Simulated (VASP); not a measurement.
A run of VASP 6.6.1:

The input INCAR:

```
SYSTEM = ZnSe
ALGO = Normal
EDIFF = 1E-6
ENCUT = 520
GGA = PS
ISIF = 2
ISMEAR = 0
LASPH = .True.
LCHARG = .True.
LELF = .True.
LREAL = .False.
LVHAR = .True.
LWAVE = .False.
NBANDS = 16
NELM = 60
PREC = Accurate
SIGMA = 0.02
```

Contents of KPOINTS:

```
k-points
0
Gamma
  8 8 8
  0 0 0
```

POSCAR

```
ZnSe
1.0
    0.0000000000      2.7591024839      2.7591024839
    2.7591024839      0.0000000000      2.7591024839
    2.7591024839      2.7591024839      0.0000000000
Zn Se
1 1
Direct
    0.0000000000      0.0000000000      0.0000000000
    0.2500000000      0.2500000000      0.2500000000
```

Potentials or basis: VASP PAW PBE potentials, release 64 (Zn, Se).

The run is started by

```sh
$ cat potpaw_PBE.64/Zn/POTCAR potpaw_PBE.64/Se/POTCAR > POTCAR
$ mpirun -np 1 vasp_std > vasp.out
```

Hardware: 1 thread of AMD EPYC 7R43 64-Core Processor (Zen 3), with other jobs on the host.

Task: How long does it take, and how much memory?

Result: Run time: 22 s on 1 thread of AMD EPYC 7R43 64-Core Processor (Zen 3), with other jobs on the host, peak memory 0.13 GiB. Counts: scf iterations 12, k points 29.
